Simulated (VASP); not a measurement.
Set up this calculation in VASP 6.6.1, as the native input.

* Task: single point
* Functional: PBEsol
* Potentials or basis: VASP PAW PBE potentials, release 64 (Ba_sv, Ti_sv, O)
* Cutoff: 520 eV
* k mesh: 8 × 8 × 8
* Occupations: gaussian, width 0.02 eV
* Spin: no spin polarisation
* Dipole correction: no
* Further INCAR settings: ALGO = Normal; EDIFF = 1e-07; NBANDS = 28

The structure of BaTiO3 lies in POSCAR:

```
BaTiO3
1.0
    4.0889654123      0.0000000000      0.0000000000
    0.0000000000      3.9410376295      0.0000000000
    0.0000000000      0.0000000000      3.9410376295
Ba Ti O
1 1 3
Direct
    0.5000000000      0.5000000000      0.5000000000
    0.0000000000      0.0000000000      0.0000000000
    0.5000000000      0.0000000000      0.0000000000
    0.0000000000      0.5000000000      0.0000000000
    0.0000000000      0.0000000000      0.5000000000
```

The input as run:

INCAR

```
SYSTEM = BaTiO3
ALGO     = Normal         ! electronic algorithm
EDIFF    = 1E-7           ! SCF threshold, eV
ENCUT    = 520            ! plane-wave cutoff, eV
GGA      = PS             ! functional
ISIF     = 2              ! what is computed and relaxed
ISMEAR   = 0              ! smearing method
LASPH    = .TRUE.         ! aspherical terms in the spheres
LCHARG   = .TRUE.         ! write CHGCAR
LELF     = .TRUE.         ! ELF
LREAL    = .FALSE.        ! projectors in reciprocal space
LVHAR    = .TRUE.       
LWAVE    = .FALSE.        ! write WAVECAR
NBANDS   = 28             ! bands
NELM     = 80             ! most SCF steps
PREC     = Accurate       ! precision mode
SIGMA    = 0.02           ! smearing width, eV
```

KPOINTS

```
k-points
0
G
  8 8 8
  0 0 0
```

Potentials or basis: VASP PAW PBE potentials, release 64 (Ba_sv, Ti_sv, O).

Run with:

```console
$ cat potpaw_PBE.64/Ba_sv/POTCAR potpaw_PBE.64/Ti_sv/POTCAR potpaw_PBE.64/O/POTCAR > POTCAR
$ mpirun -np 1 vasp_std > vasp.out
```

Results of the run:

```json
{
  "Pressure": "-0.4 GPa",
  "Band gap on the k mesh": "1.64 eV, indirect (least direct gap 1.81 eV)"
}
```

Caveat: the PAW data sets were made with another functional, which shifts forces and pressure a little; spin-orbit coupling is left out, which moves the levels of the heavy elements.

Run time: 93 s on 1 thread of Intel(R) Xeon(R) 6975P-C (Granite Rapids), on a shared host, peak memory 0.26 GiB.
